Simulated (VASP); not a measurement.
# W4S9 in VASP: single point with PBE+D3(BJ)

Aim: the single point of W4S9 with PBE+D3(BJ).

Everything below comes from runs of VASP 6.6.1. Logs are shortened: lines on timing, memory, paths and dates and some standing lists are left out, and cuts for length are marked.

### 1 The cell of the first run

The cell holds a slab with vacuum, 13 atoms: a = 6.319 Å, b = 6.319 Å, c = 18.652 Å, α = 90.00°, β = 90.00°, γ = 120.00°.

### 2 Single point, PBE+D3(BJ), collinear spin

Contents of INCAR:

```
ALGO = Normal
DIPOL = 0.5 0.5 0.313
EDIFF = 1E-6
ENCUT = 400
GGA = PE
GGA_COMPAT = F
IDIPOL = 3
ISIF = 2
ISMEAR = 0
ISPIN = 2
IVDW = 12
KPAR = 4
LASPH = T
LCHARG = F
LDIPOL = T
LMAXMIX = 4
LORBIT = 11
LREAL = F
LWAVE = F
MAGMOM = 0 0 0 0 0 0 0 0 2 0 0 0 0
NBANDS = 71
NELM = 200
NELMDL = -8
PREC = Accurate
SIGMA = 0.05
```

Contents of KPOINTS:

```
k-points
0
Gamma
  6 6 1
```

Contents of POSCAR:

```
W4S9
1.0
    6.3190915435      0.0000000000      0.0000000000
   -3.1595457717      5.4724938055      0.0000000000
    0.0000000000      0.0000000000     18.6521288227
S W
9 4
Direct
    0.1666666667      0.3333333334      0.2144527329
    0.1666666667      0.8333333334      0.2144527329
    0.6666666667      0.3333333333      0.2144527329
    0.6666666667      0.8333333334      0.2144527329
    0.1666666667      0.3333333334      0.3834483930
    0.1666666667      0.8333333334      0.3834483930
    0.6666666667      0.3333333333      0.3834483930
    0.6666666667      0.8333333334      0.3834483930
    0.3333333333      0.4166666666      0.4801279589
    0.3333333333      0.1666666666      0.2989505585
    0.3333333333      0.6666666666      0.2989505585
    0.8333333333      0.1666666667      0.2989505585
    0.8333333333      0.6666666667      0.2989505585
```

Potentials or basis: VASP PAW PBE potentials, release 64 (S, W_sv).

Run with:

```bash
$ cat potpaw_PBE.64/S/POTCAR potpaw_PBE.64/W_sv/POTCAR > POTCAR
$ mpirun -np 4 vasp_std > vasp.out
```

OUTCAR:

```text
EDIFF = 1E-6
   ENCUT = 400
   GGA = PE
   ISIF = 2
   ISMEAR = 0
   ISPIN = 2
   IVDW = 12
   LASPH = T
   LORBIT = 11
   LREAL = F
   NELM = 200
   NELMDL = -8
   PREC = Accurate
 IVDW          = 12

 ion  position               nearest neighbor table
   1  0.167  0.333  0.214-  11 2.41  10 2.41  12 2.41
   2  0.167  0.833  0.214-  10 2.41  11 2.41  13 2.41
   3  0.667  0.333  0.214-  12 2.41  13 2.41  10 2.41
   4  0.667  0.833  0.214-  13 2.41  12 2.41  11 2.41
   5  0.167  0.333  0.383-   9 2.02  11 2.41  10 2.41  12 2.41
   6  0.167  0.833  0.383-  10 2.41  11 2.41  13 2.41
   7  0.667  0.333  0.383-  12 2.41  13 2.41  10 2.41
   8  0.667  0.833  0.383-  13 2.41  12 2.41  11 2.41
   9  0.333  0.417  0.480-   5 2.02
  10  0.333  0.167  0.299-   2 2.41   1 2.41   3 2.41   6 2.41   5 2.41   7 2.41  12 3.16  13 3.16
                            11 3.16  11 3.16  12 3.16  13 3.16
  11  0.333  0.667  0.299-   1 2.41   2 2.41   4 2.41   5 2.41   6 2.41   8 2.41  13 3.16  12 3.16
                            10 3.16  10 3.16  13 3.16  12 3.16
  12  0.833  0.167  0.299-   3 2.41   4 2.41   1 2.41   7 2.41   8 2.41   5 2.41  10 3.16  11 3.16
                            13 3.16  13 3.16  10 3.16  11 3.16
  13  0.833  0.667  0.299-   4 2.41   3 2.41   2 2.41   8 2.41   7 2.41   6 2.41  11 3.16  10 3.16
                            12 3.16  12 3.16  11 3.16  10 3.16

  LATTYP: Found a hexagonal cell.
 ALAT       =     6.3190915435
 C/A-ratio  =     2.9517104942

  Lattice vectors:

 A1 = (   6.3190915435,   0.0000000000,   0.0000000000)
 A2 = (  -3.1595457717,   5.4724938055,   0.0000000000)
 A3 = (   0.0000000000,   0.0000000000,  18.6521288227)

Analysis of symmetry for initial positions (statically):
=====================================================================
 Subroutine PRICEL returns:
 Original cell was already a primitive cell.

 Routine SETGRP: Setting up the symmetry group for a
 hexagonal supercell.

 Subroutine GETGRP returns: Found  2 space group operations
 (whereof  1 operations were pure point group operations)
 out of a pool of 24 trial point group operations.

The static configuration has the point symmetry C_1 .
 The point group associated with its full space group is C_1h.

[... 204 lines left out ...]
      1     -75.5055      1.00000
      2     -75.4906      1.00000
      3     -75.4481      1.00000
      4     -75.4404      1.00000
      5     -39.9592      1.00000
      6     -39.9297      1.00000
[... 899 lines left out ...]
     66       1.7137      0.00000
     67       2.4680      0.00000
 Fermi energy:        -0.9801145041

 spin component 2

 k-point     1 :       0.0000    0.0000    0.0000
  band No.  band energies     occupation
      1     -75.5055      1.00000
      2     -75.4906      1.00000
      3     -75.4481      1.00000
      4     -75.4404      1.00000
      5     -39.9592      1.00000
      6     -39.9297      1.00000
[... 899 lines left out ...]
     66       1.7137      0.00000
     67       2.4680      0.00000
 [bands above 67 left out]

------------------------ aborting loop because EDIFF is reached ----------------------------------------

 vacuum level on the upper side and lower side of the slab       (xc-potential included)         0.378        -0.376

 Edisp (eV)   -4.09157

 E8    (eV) :    -1.8186

  FORCE on cell =-STRESS in cart. coord.  units (eV):
  Direction    XX          YY          ZZ          XY          YZ          ZX
  --------------------------------------------------------------------------------------
  -------------------------------------------------------------------------------------
  Total      -0.37274     0.29005     0.49354    -0.57399    -1.35154    -2.34093
  in kB      -0.92587     0.72047     1.22593    -1.42577    -3.35714    -5.81473
  external pressure =        0.34 kB  Pullay stress =        0.00 kB

 VOLUME and BASIS-vectors are now :
 -----------------------------------------------------------------------------
  energy-cutoff  :      400.00
  volume of cell :      645.01
      direct lattice vectors                 reciprocal lattice vectors
     6.319091543  0.000000000  0.000000000     0.158250596  0.091366024  0.000000000
    -3.159545772  5.472493806  0.000000000     0.000000000  0.182732048  0.000000000
     0.000000000  0.000000000 18.652128823     0.000000000  0.000000000  0.053613183

 POSITION                                       TOTAL-FORCE (eV/Angst)
 -----------------------------------------------------------------------------------
      0.00000      1.82416      4.00000         0.010533      0.006081      0.146934
     -1.57977      4.56041      4.00000        -0.021464     -0.012392     -0.037409
      3.15955      1.82416      4.00000         0.017975      0.012989     -0.077539
      1.57977      4.56041      4.00000         0.020236      0.009072     -0.077539
      0.00000      1.82416      7.15213         1.495761      0.863578      0.635833
     -1.57977      4.56041      7.15213         0.003521      0.002033      0.104193
      3.15955      1.82416      7.15213        -0.136392     -0.058194     -0.082841
      1.57977      4.56041      7.15213        -0.118593     -0.089022     -0.082841
      0.78989      2.28021      8.95541        -1.259844     -0.727371     -0.095587
      1.57977      0.91208      5.57606         0.332195     -0.222121     -0.333045
      0.00000      3.64833      5.57606        -0.026265      0.398750     -0.333045
      4.73932      0.91208      5.57606        -0.336260     -0.194140      0.172671
      3.15955      3.64833      5.57606         0.018599      0.010738      0.060218
 -----------------------------------------------------------------------------------
    total drift:                                0.000016      0.000011     -0.001121

  FREE ENERGIE OF THE ION-ELECTRON SYSTEM (eV)
  ---------------------------------------------------
  free  energy   TOTEN  =      -100.9651814819 eV

  energy  without entropy=     -100.9651814819  energy(sigma->0) =     -100.96518148

 vacuum level on the upper side and lower side of the slab         4.932         4.154

 total charge

# of ion       s       p       d       tot
------------------------------------------
    1        1.359   2.361   0.000   3.720
    2        1.358   2.364   0.000   3.722
    3        1.359   2.363   0.000   3.722
    4        1.359   2.363   0.000   3.722
    5        1.309   2.365   0.000   3.674
    6        1.363   2.353   0.000   3.715
    7        1.371   2.338   0.000   3.709
    8        1.371   2.338   0.000   3.709
    9        1.378   2.264   0.000   3.642
   10        2.319   6.329   3.395  12.043
   11        2.319   6.329   3.395  12.043
   12        2.317   6.320   3.404  12.041
   13        2.320   6.330   3.375  12.025
--------------------------------------------------
tot         21.501  46.416  13.569  81.487

 magnetization (x)

# of ion       s       p       d       tot
------------------------------------------
    1       -0.000   0.000   0.000  -0.000
    2        0.000   0.000   0.000   0.000
    3        0.000   0.000   0.000   0.000
    4        0.000   0.000   0.000   0.000
    5       -0.000  -0.000   0.000  -0.000
    6       -0.000  -0.000   0.000  -0.000
    7       -0.000  -0.000   0.000  -0.000
    8       -0.000  -0.000   0.000  -0.000
    9       -0.000  -0.000   0.000  -0.000
   10       -0.000   0.000  -0.000  -0.000
   11       -0.000   0.000  -0.000  -0.000
   12        0.000   0.000  -0.000  -0.000
   13       -0.000   0.000  -0.000  -0.000
--------------------------------------------------
tot         -0.000  -0.000  -0.000  -0.000
```

Run time: 11 min. Hardware: 4 MPI ranks of AMD EPYC 7R13 (Zen 3), shared host; peak memory 1 GiB.

What came out:

- Free energy: -100.9652 eV
- Largest force: 1.840 eV/Å
- Band gap on the k mesh: 1.12 eV (least direct gap 1.17 eV)
- Net moment: 0.00 μB per cell
- Valence electrons inside the program's atomic spheres: S 3.72, 3.67, 3.71, 3.64 (each value once); W 12.04, 12.03 (each value once)
- Dispersion energy per atom: -0.315 eV

Forces in eV/Å, atoms in the order of the input:
```
S    0.011  0.006  0.147
S   -0.021 -0.012 -0.037
S    0.018  0.013 -0.078
S    0.020  0.009 -0.078
S    1.496  0.864  0.636
S    0.004  0.002  0.104
S   -0.136 -0.058 -0.083
S   -0.119 -0.089 -0.083
S   -1.260 -0.727 -0.096
W    0.332 -0.222 -0.333
W   -0.026  0.399 -0.333
W   -0.336 -0.194  0.173
W    0.019  0.011  0.060
```

Caveat: spin-orbit coupling is left out, which moves the levels of the heavy elements.
